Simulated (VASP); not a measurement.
The system is KTlO2F2.

```xyz
6
Lattice="1.3227 -4.0409 0.0000 0.0000 2.2369 -3.6159 5.5111 4.0409 0.0000" Properties=species:S:1:pos:R:3 pbc="T T T"
F     0.8456    0.2768   -2.3286
F     5.9881    1.9601   -1.2872
O     1.8213    2.8331   -3.2470
O     5.0125   -0.5962   -0.3688
K     3.4169    1.1185   -1.8079
Tl    0.0000    0.0000    0.0000
```

Base run:

```yaml
Program: VASP 6.6.1
Functional: PBEsol
Potentials_or_basis: VASP PAW PBE potentials, release 64 (F, O, K_sv, Tl_d)
Cutoff: 520 eV
k_mesh: 5 × 5 × 5
Occupations: methfessel-paxton, width 0.2327 eV
Spin: no spin polarisation
```

Its results: band gap on the k mesh zero (band 24 reaches -0.90 eV, above the bottom of band 25 at -1.15 eV); pressure 0.6 GPa; largest force 0.698 eV/Å.

The run is repeated on the same cell with these changes: spin from no spin polarisation to collinear spin, ferromagnetic start; further incar settings from ALGO = Normal; EDIFF = 1e-07; NBANDS = 33 to ALGO = Normal; EDIFF = 1e-07; NBANDS = 37. What comes out?

Band gap on the k mesh zero (filled and empty bands overlap); pressure 1.6 GPa; net moment 2.02 μB per cell; site moments F +0.13; O +0.68; K +0.01; Tl +0.03 μB; largest force 0.988 eV/Å.

Caveats: the PAW data sets were made with another functional, which shifts forces and pressure a little; spin-orbit coupling is left out, which moves the levels of the heavy elements.
